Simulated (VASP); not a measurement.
# SrO (x) (Fm-3m) in VASP: single point with PBEsol

Aim: the single point of SrO (x) with PBEsol.

All numbers are computed with VASP 6.6.1; they aren't measurements. Logs are shortened: lines on timing, memory, paths and dates and some standing lists are left out, and cuts for length are marked.

## 1. The cell of the first run

The structure is cubic, space group Fm-3m (No. 225). Conventional cell: a = 5.160 Å, b = 5.160 Å, c = 5.160 Å, α = 90.00°, β = 90.00°, γ = 90.00°. Within 3.4 Å of Sr (site symmetry m-3m) lie 6 O at 2.58 Å. Within 3.4 Å of O (site symmetry m-3m) lie 6 Sr at 2.58 Å.

## 2. Single point, PBEsol

Contents of INCAR:

```
ALGO = Normal
EDIFF = 1E-6
ENCUT = 600
GGA = PS
GGA_COMPAT = False
ISIF = 2
ISMEAR = 0
LASPH = True
LCHARG = False
LREAL = False
LWAVE = False
NBANDS = 15
NELM = 120
PREC = Accurate
SIGMA = 0.01
```

Contents of KPOINTS:

```
k-points
0
Gamma
  6 6 6
```

Contents of POSCAR:

```
SrO
1.0
    0.0000000000      2.5800000000      2.5800000000
    2.5800000000      0.0000000000      2.5800000000
    2.5800000000      2.5800000000      0.0000000000
Sr O
1 1
Direct
    0.0000000000      0.0000000000      0.0000000000
    0.5000000000      0.5000000000      0.5000000000
```

Potentials or basis: VASP PAW PBE potentials, release 64 (Sr_sv, O).

Command:

```console
cat potpaw_PBE.64/Sr_sv/POTCAR potpaw_PBE.64/O/POTCAR > POTCAR
mpirun -np 1 vasp_std > vasp.out
```

OUTCAR:

```text
EDIFF = 1E-6
   ENCUT = 600
   GGA = PS
   ISIF = 2
   ISMEAR = 0
   LASPH = True
   LREAL = False
   NELM = 120
   PREC = Accurate

 ion  position               nearest neighbor table
   1  0.000  0.000  0.000-   2 2.58   2 2.58   2 2.58   2 2.58   2 2.58   2 2.58
   2  0.500  0.500  0.500-   1 2.58   1 2.58   1 2.58   1 2.58   1 2.58   1 2.58

  LATTYP: Found a face centered cubic cell.
 ALAT       =     5.1600000000

  Lattice vectors:

 A1 = (   0.0000000000,   2.5800000000,   2.5800000000)
 A2 = (   2.5800000000,   0.0000000000,   2.5800000000)
 A3 = (   2.5800000000,   2.5800000000,   0.0000000000)

Analysis of symmetry for initial positions (statically):
=====================================================================
 Subroutine PRICEL returns:
 Original cell was already a primitive cell.

 Routine SETGRP: Setting up the symmetry group for a
 face centered cubic supercell.

 Subroutine GETGRP returns: Found 48 space group operations
[... 9 lines left out ...]

 Routine SETGRP: Setting up the symmetry group for a
 face centered cubic supercell.

 Subroutine GETGRP returns: Found 48 space group operations
[... 11 lines left out ...]
                                     Primitive cell

  volume of cell :      34.3470

  direct lattice vectors                    reciprocal lattice vectors
     0.000000000  2.580000000  2.580000000    -0.193798450  0.193798450  0.193798450
     2.580000000  0.000000000  2.580000000     0.193798450 -0.193798450  0.193798450
     2.580000000  2.580000000  0.000000000     0.193798450  0.193798450 -0.193798450

  length of vectors
     3.648670991  3.648670991  3.648670991     0.335668761  0.335668761  0.335668761

  position of ions in fractional coordinates (direct lattice)
     0.000000000  0.000000000  0.000000000
     0.500000000  0.500000000  0.500000000

  ion indices of the primitive-cell ions
   primitive index   ion index
                 1           1
                 2           2

----------------------------------------------------------------------------------------

 KPOINTS: k-points

Automatic generation of k-mesh.
 Grid dimensions read from file:
 generate k-points for:    6    6    6

 Generating k-lattice:

  Cartesian coordinates                     Fractional coordinates (reciprocal lattice)
    -0.032299742  0.032299742  0.032299742     0.166666667  0.000000000  0.000000000
     0.032299742 -0.032299742  0.032299742     0.000000000  0.166666667  0.000000000
     0.032299742  0.032299742 -0.032299742     0.000000000  0.000000000  0.166666667

  Length of vectors
     0.055944794  0.055944794  0.055944794

  Shift w.r.t. Gamma in fractional coordinates (k-lattice)
     0.000000000  0.000000000  0.000000000

 Subroutine IBZKPT returns following result:
 ===========================================

 Found     16 irreducible k-points:

 Following reciprocal coordinates:
            Coordinates               Weight
  0.000000  0.000000  0.000000      1.000000
  0.166667  0.000000  0.000000      8.000000
  0.333333  0.000000  0.000000      8.000000
  0.500000  0.000000  0.000000      4.000000
  0.166667  0.166667  0.000000      6.000000
  0.333333  0.166667  0.000000     24.000000
[... 8 lines left out ...]
 -0.333333  0.333333  0.166667     24.000000
 -0.333333  0.500000  0.166667     12.000000
   k-points           NKPTS =     16   k-points in BZ     NKDIM =     16   number of bands    NBANDS=     15
   number of dos      NEDOS =    301   number of ions     NIONS =      2
   total plane-waves  NPLWV =  27000
   dimension x,y,z NGX =    30 NGY =   30 NGZ =   30
   dimension x,y,z NGXF=    60 NGYF=   60 NGZF=   60
   ions per type =               1   1
   NGX,Y,Z   is equivalent  to a cutoff of  13.67, 13.67, 13.67 a.u.
   NGXF,Y,Z  is equivalent  to a cutoff of  27.34, 27.34, 27.34 a.u.
 SYSTEM =  unknown system
   PREC   = accura    normal or accurate (medium, high low for compatibility)
   ISTART =      0    job   : 0-new  1-cont  2-samecut
   ICHARG =      2    charge: 1-file 2-atom 10-const
   ISPIN  =      1    spin polarized calculation?
   LNONCOLLINEAR =      F non collinear calculations
   LSORBIT =      F    spin-orbit coupling
   LASPH  =      T    aspherical Exc in radial PAW
   ENCUT  =  600.0 eV  44.10 Ry    6.64 a.u.   7.29  7.29  7.29*2*pi/ulx,y,z
   NELM   =    120;   NELMIN=  2; NELMDL= -5     # of ELM steps
   EDIFF  = 0.1E-05   stopping-criterion for ELM
   LREAL  =      F    real-space projection
   EDIFFG = 0.1E-04   stopping-criterion for IOM
   NSW    =      0    number of steps for IOM
   IBRION =     -1    ionic relax: 0-MD 1-quasi-New 2-CG
   NFREE  =      0    steps in history (QN), initial steepest desc. (CG)
   ISIF   =      2    stress and relaxation
   ISYM   =      2    0-nonsym 1-usesym 2-fastsym
   POTIM  = 0.5000    time-step for ionic-motion
   TEBEG  =    0.0;   TEEND  =   0.0 temperature during run
   PSTRESS=    0.0 pullay stress
   NELECT =      16.0000    total number of electrons
   NUPDOWN=      -1.0000    fix difference up-down
   EMIN   =  10.00;   EMAX   =-10.00  energy-range for DOS
   EFERMI =   0.00;   METHOD = LEGACY
   ISMEAR =     0;   SIGMA  =   0.01  broadening in eV -4-tet -1-fermi 0-gaus
   EFERMI_NEDOS =   21; number of points for ismear=-14 and -15
   IALGO  =     38    algorithm
   IMIX   =      4    mixing-type and parameters
     AMIX     =   0.40;   BMIX     =  1.00
     AMIX_MAG =   1.60;   BMIX_MAG =  1.00
  volume/ion in A,a.u.               =      17.17       115.89
  Fermi-wavevector in a.u.,A,eV,Ry     =   1.269069  2.398192 21.912663  1.610535
  Thomas-Fermi vector in A             =   2.402130
   LORBIT       =      0    0 simple, 1 ext, 2 COOP (PROOUT), +10 PAW based schemes
   GGA     = PS    functional components
   LHFCALC =     F    Hartree Fock is set to
   AEXX    =    0.0000 exact exchange contribution
   IVDW    =     0    specifies the selected vdW correction
   LEPSILON=     F    determine dielectric tensor
   LRPA    =     F    only Hartree local field effects (RPA)
 non-spin polarized calculation
 Gauss-broadening in eV      SIGMA  =   0.01
  energy-cutoff  :      600.00
  volume of cell :       34.35
 maximum number of plane-waves:      1167
 NGX is ok and might be reduce to    30
   NGX = 15   NGY = 15   NGZ = 15

 number of electron      15.9999998 magnetization

 Free energy of the ion-electron system (eV)
  ---------------------------------------------------
  ext. energy  EPLUGINS =         0.00000000
  ---------------------------------------------------
  free energy    TOTEN  =       -12.63910771 eV

  energy without entropy =      -12.63910771  energy(sigma->0) =      -12.63910771

 E-fermi :   1.5356     XC(G=0): -10.2268

 val. band max:        1.4386794232   @ k =   0.0000   0.0000   0.0000
 cond. band min:       4.6022280943   @ k =   0.5000   0.5000   0.0000
 fundamental gap:      3.1635486712
 Fermi energy:         1.5356026672

 k-point     1 :       0.0000    0.0000    0.0000
  band No.  band energies     occupation
      1     -30.8341      2.00000
      2     -13.5458      2.00000
      3     -12.4977      2.00000
      4     -12.4977      2.00000
      5     -12.4977      2.00000
      6       1.4387      2.00000
      7       1.4387      2.00000
      8       1.4387      2.00000
      9       5.1885      0.00000
     10       7.5793      0.00000
     11       7.5793      0.00000
     12       7.5793      0.00000
     13       9.7503      0.00000
     14       9.7503      0.00000
     15      13.8749      0.00000

 k-point     2 :       0.1667    0.0000    0.0000
  band No.  band energies     occupation
      1     -30.8007      2.00000
      2     -14.1062      2.00000
      3     -12.5186      2.00000
      4     -12.5186      2.00000
      5     -12.0197      2.00000
      6       0.6963      2.00000
      7       1.1112      2.00000
      8       1.1112      2.00000
      9       6.3524      0.00000
     10       7.3603      0.00000
     11       8.1138      0.00000
     12       8.1138      0.00000
     13      10.4437      0.00000
     14      10.4437      0.00000
     15      15.5495      0.00000

 k-point     3 :       0.3333    0.0000    0.0000
  band No.  band energies     occupation
      1     -30.7329      2.00000
      2     -14.7903      2.00000
      3     -12.5595      2.00000
      4     -12.5595      2.00000
      5     -11.5007      2.00000
      6      -0.3422      2.00000
      7       0.5515      2.00000
      8       0.5515      2.00000
      9       7.5259      0.00000
     10       8.4839      0.00000
     11       9.4103      0.00000
     12       9.4103      0.00000
     13      12.0037      0.00000
     14      12.0037      0.00000
     15      17.1084      0.00000

 k-point     4 :       0.5000    0.0000    0.0000
  band No.  band energies     occupation
      1     -30.6985      2.00000
      2     -15.0605      2.00000
      3     -12.5795      2.00000
      4     -12.5795      2.00000
      5     -11.3132      2.00000
      6      -0.7655      2.00000
      7       0.3057      2.00000
      8       0.3057      2.00000
      9       7.8841      0.00000
     10       9.6435      0.00000
     11      10.2254      0.00000
     12      10.2254      0.00000
     13      13.3028      0.00000
     14      13.3028      0.00000
     15      16.0295      0.00000
[... 163 lines left out ...]
 k-point    14 :       0.5000    0.3333    0.1667
  band No.  band energies     occupation
      1     -30.6901      2.00000
      2     -14.5391      2.00000
      3     -12.9134      2.00000
      4     -12.7457      2.00000
      5     -11.8366      2.00000
      6       0.0781      2.00000
      7       0.6098      2.00000
      8       1.0657      2.00000
      9       6.3909      0.00000
     10       8.5024      0.00000
     11      10.1598      0.00000
     12      10.8101      0.00000
     13      12.1741      0.00000
     14      13.4054      0.00000
     15      15.5325      0.00000

 k-point    15 :      -0.3333    0.3333    0.1667
  band No.  band energies     occupation
      1     -30.6678      2.00000
      2     -14.5255      2.00000
      3     -13.0287      2.00000
      4     -12.8832      2.00000
      5     -11.8076      2.00000
      6       0.0953      2.00000
      7       0.7549      2.00000
      8       0.8145      2.00000
      9       7.5392      0.00000
     10       7.6566      0.00000
     11      10.3240      0.00000
     12      11.4864      0.00000
     13      12.8306      0.00000
     14      14.1739      0.00000
     15      14.9681      0.00000

 k-point    16 :      -0.3333    0.5000    0.1667
  band No.  band energies     occupation
      1     -30.6579      2.00000
      2     -14.1000      2.00000
      3     -13.3130      2.00000
      4     -13.0175      2.00000
      5     -12.0938      2.00000
      6       0.5491      2.00000
      7       0.9571      2.00000
      8       1.0857      2.00000
      9       5.9843      0.00000
     10       8.8989      0.00000
     11       9.7990      0.00000
     12      12.3811      0.00000
     13      12.5261      0.00000
     14      14.1528      0.00000
     15      14.7517      0.00000

------------------------ aborting loop because EDIFF is reached ----------------------------------------

  FORCE on cell =-STRESS in cart. coord.  units (eV):
  Direction    XX          YY          ZZ          XY          YZ          ZX
  --------------------------------------------------------------------------------------
  -------------------------------------------------------------------------------------
  Total       -0.3123879     -0.3123879     -0.3123879      0.0000000      0.0000000     -0.0000000
  in kB      -14.5718836    -14.5718836    -14.5718836      0.0000000      0.0000000     -0.0000000
  external PRESSURE =     -14.5718836 kB  Pullay stress =       0.0000000 kB

 VOLUME and BASIS-vectors are now :
 -----------------------------------------------------------------------------
  energy-cutoff  :      600.00
  volume of cell :       34.35
      direct lattice vectors                 reciprocal lattice vectors
     0.000000000  2.580000000  2.580000000    -0.193798450  0.193798450  0.193798450
     2.580000000  0.000000000  2.580000000     0.193798450 -0.193798450  0.193798450
     2.580000000  2.580000000  0.000000000     0.193798450  0.193798450 -0.193798450

 POSITION                                       TOTAL-FORCE (eV/Angst)
 -----------------------------------------------------------------------------------
      0.00000      0.00000      0.00000         0.000000      0.000000      0.000000
      2.58000      2.58000      2.58000        -0.000000     -0.000000     -0.000000
 -----------------------------------------------------------------------------------
    total drift:                                0.000000      0.000000      0.000000

  FREE ENERGIE OF THE ION-ELECTRON SYSTEM (eV)
  ---------------------------------------------------
  free  energy   TOTEN  =       -12.6391077145 eV

  energy  without entropy=      -12.6391077145  energy(sigma->0) =      -12.63910771
```

Run time: 6.3 s. Hardware: 1 thread of Intel Xeon 6975P-C (Granite Rapids), shared host; peak memory 0.17 GiB.

Results:

```
Free energy            : -12.6391 eV
Pressure               : -1.5 GPa
Band gap on the k mesh : 3.16 eV, indirect (least direct gap 3.26 eV)
```

Levels at points of the mesh, in eV from the valence-band top:
```
           k point  band 6  band 7  band 8  band 9  band 10  band 11
(0.00, 0.00, 0.00)    0.00    0.00    0.00    3.75     6.14     6.14
(0.50, 0.00, 0.00)   -2.20   -1.13   -1.13    6.45     8.20     8.79
(0.50, 0.50, 0.00)   -0.46   -0.09   -0.09    3.16     7.68    10.13
```

Caveat: the PAW data sets were made with another functional, which shifts forces and pressure a little. A k mesh can miss the band edges.
